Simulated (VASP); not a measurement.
A run of VASP 6.6.1 is set up as follows.

Contents of INCAR:

```
PREC = Accurate
ENCUT = 520
EDIFF = 1E-7
ISMEAR = 0
SIGMA = 0.1
LREAL = False
LASPH = True
NELM = 150
ALGO = Normal
ISIF = 2
LWAVE = False
LCHARG = False
ISPIN = 2
MAGMOM = 2.94 0.75
LORBIT = 11
NUPDOWN = 3.5
LMAXMIX = 4
GGA = PS
NBANDS = 18
```

KPOINTS

```
Automatic mesh
0
Gamma
  16 16 16
```

Contents of POSCAR:

```
CoO
1.0
    2.5724609762      0.0000000000      0.0000000000
    0.0000000000      2.5724609762      0.0000000000
    0.0000000000      0.0000000000      2.5724609762
Co O
1 1
Direct
    0.0000000000      0.0000000000      0.0000000000
    0.5000000000      0.5000000000      0.5000000000
```

Potentials or basis: VASP PAW PBE potentials, release 64 (Co, O).

Run with:

```sh
$ cat potpaw_PBE.64/Co/POTCAR potpaw_PBE.64/O/POTCAR > POTCAR
$ mpirun -np 1 vasp_std > vasp.out
```

(1) Predict the pressure.

Results:

(1) 18.6 GPa.

Caveat: the cell stands under pressure; the PAW data sets were made with another functional, which shifts forces and pressure a little; the total moment is fixed, so each spin has its own Fermi level and the state may be an excited one; a cell with one magnetic atom can't hold antiferromagnetic order, which such compounds often take.
